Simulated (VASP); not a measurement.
Set up this calculation in VASP 6.6.1, as the native input.

```yaml
Task: single point
Functional: PBEsol
Potentials_or_basis: VASP PAW PBE potentials, release 64 (V_sv)
Cutoff: 520 eV
k_mesh: 22 × 22 × 22
Occupations: gaussian, width 0.15 eV
Spin: no spin polarisation
Dipole_correction: no
Further_INCAR_settings: ALGO = Fast; EDIFF = 1e-07; NBANDS = 12
```

The structure of V lies in POSCAR:

```
V
1.0
   -1.5583900000      1.5583900000      1.4903050000
    1.5583900000     -1.5583900000      1.4903050000
    1.5583900000      1.5583900000     -1.4903050000
V
1
Direct
    0.0000000000      0.0000000000      0.0000000000
```

This cell differs from its parent crystal: strain +0.030 along x and y, -0.015 along z.

These files were run (other wordings do the same):

INCAR

```
SYSTEM = V
PREC = Accurate ; ENCUT = 520
EDIFF = 1E-7 ; ISMEAR = 0
SIGMA = 0.15 ; LREAL = .FALSE.
LASPH = .TRUE. ; NELM = 60
ALGO = Fast ; ISIF = 2
LWAVE = .FALSE. ; LCHARG = .TRUE.
GGA = PS ; LELF = .TRUE.
LVHAR = .TRUE. ; NBANDS = 12
```

KPOINTS

```
Automatic mesh
0
G
  22 22 22
  0 0 0
```

Potentials or basis: VASP PAW PBE potentials, release 64 (V_sv).

Run with:

```sh
$ cat potpaw_PBE.64/V_sv/POTCAR > POTCAR
$ mpirun -np 1 vasp_std > vasp.out
```

It gave:

```yaml
Pressure: -17.3 GPa
Band_gap_on_the_k_mesh: zero (an odd number of electrons rules out a gap without spin polarisation)
```

Caveat: the cell differs from its parent crystal (strain +0.030 along x and y, -0.015 along z); the cell stands under tension; the PAW data sets were made with another functional, which shifts forces and pressure a little.

It took 2.3 min on 1 thread of Intel Xeon 8259CL, with other jobs on the host, peak memory 0.25 GiB.
